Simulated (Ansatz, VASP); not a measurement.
SiC in VASP and in Ansatz

POSCAR

```
SiC
1.0
    0.0000000000      2.1127107805      2.1127107805
    2.1127107805      0.0000000000      2.1127107805
    2.1127107805      2.1127107805      0.0000000000
Si C
1 1
Direct
    0.0000000000      0.0000000000      0.0000000000
    0.2500000000      0.2500000000      0.2500000000
```

Contents of INCAR.step1:

```
PREC = Accurate ; ENCUT = 520
EDIFF = 1E-5 ; ISMEAR = 0
SIGMA = 0.01 ; LREAL = False
LASPH = True ; NELM = 100
ALGO = Normal ; ISIF = 2
LWAVE = True ; LCHARG = False
NBANDS = 11 ; GGA = PE
```

The input INCAR.step2:

```
PREC = Accurate ; ENCUT = 520
EDIFF = 1E-7 ; ISMEAR = 0
SIGMA = 0.01 ; LREAL = False
LASPH = True ; NELM = 100
ALGO = Normal ; ISIF = 2
LWAVE = False ; LCHARG = False
GGA = PE ; LHFCALC = True
HFSCREEN = 0.2079 ; PRECFOCK = Normal
NBANDS = 11 ; ISTART = 1
```

Contents of KPOINTS:

```
Automatic mesh
0
Gamma
  8 8 8
```

Input for Ansatz:

```yaml
crystal:
  lattice:
    - [0.0, 2.1127107805, 2.1127107805]
    - [2.1127107805, 0.0, 2.1127107805]
    - [2.1127107805, 2.1127107805, 0.0]
  atoms:
    - { symbol: Si, position: [0.0, 0.0, 0.0] }
    - { symbol: C, position: [0.25, 0.25, 0.25] }
kpoints:
  mp_grid: { grid: [8, 8, 8] }
  band_path:
    path:
      - [0.0, 0.0, 0.0]
      - [-0.5, -0.5, 0.0]
      - [-0.375, -0.375, 0.25]
      - [-0.375, 0.0, 0.375]
      - [0.0, 0.0, 0.5]
      - [-0.5, -0.25, 0.25]
      - [0.0, 0.5, 0.5]
    npoints: 1
hamiltonian:
  xc: hse06
scf:
  occupations: { method: fixed }
  n_extra_bands: 4
output:
  forces: true
  stress: true
  eigenvalues: true
```

Change from the starting cell: hydrostatic strain -3.0%.

Alike in both runs: task single point; functional HSE06; k mesh 8 × 8 × 8; no spin polarisation.

|  | VASP | Ansatz |
| --- | --- | --- |
| version | VASP 6.6.1 | Ansatz 0.2.0 |
| potentials or method | VASP PAW PBE potentials, release 64 (Si, C) | plane waves, PAW |
| plane-wave cutoff (eV) | 520 | 420 |
| occupations | gaussian, width 0.01 eV | fixed |
| valence electrons in the cell | 8 | 8 |

```csv
,VASP,Ansatz,Ansatz less VASP
gap on the k mesh at the Fermi level (eV),2.17,2.17,-0.003
pressure (GPa),23.2,23.7,+0.54
```

Ansatz's warnings: stress exchange threshold loose, stress scf threshold loose.
